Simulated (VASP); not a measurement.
Wanted: the native input for a VASP 6.6.1 run.

```yaml
Task: single point
Functional: PBE
Potentials_or_basis: VASP PAW PBE potentials, release 64 (Pd)
Cutoff: 520 eV
k_mesh: 12 × 12 × 12
Occupations: gaussian, width 0.024 eV
Spin: no spin polarisation
Dipole_correction: no
Further_INCAR_settings: ALGO = Normal; EDIFF = 1e-06; NBANDS = 11
```

The structure of Pd lies in POSCAR:

```
Pd
1.0
   -1.5722810000      1.5722810000      1.5722810000
    1.5722810000     -1.5722810000      1.5722810000
    1.5722810000      1.5722810000     -1.5722810000
Pd
1
Direct
    0.0000000000      0.0000000000      0.0000000000
```

The input as run:

INCAR

```
PREC = Accurate
ENCUT = 520
EDIFF = 1E-6
ISMEAR = 0
SIGMA = 0.024
LREAL = F
LASPH = T
NELM = 60
ALGO = Normal
ISIF = 2
LWAVE = F
LCHARG = T
GGA = PE
LELF = T
LVHAR = T
NBANDS = 11
```

KPOINTS

```
Automatic mesh
0
Gamma
  12 12 12
```

Potentials or basis: VASP PAW PBE potentials, release 64 (Pd).

Launch:

```bash
$ cat potpaw_PBE.64/Pd/POTCAR > POTCAR
$ mpirun -np 1 vasp_std > vasp.out
```

Results of the run:

```json
{
  "Pressure": "-1.5 GPa",
  "Band gap on the k mesh": "zero (band 5 reaches 9.47 eV, above the bottom of band 6 at 7.93 eV)"
}
```

Wall time 6.4 s on 1 thread of AMD EPYC 9R45 96-Core Processor (Zen 5), on a shared host, peak memory 0.1 GiB.
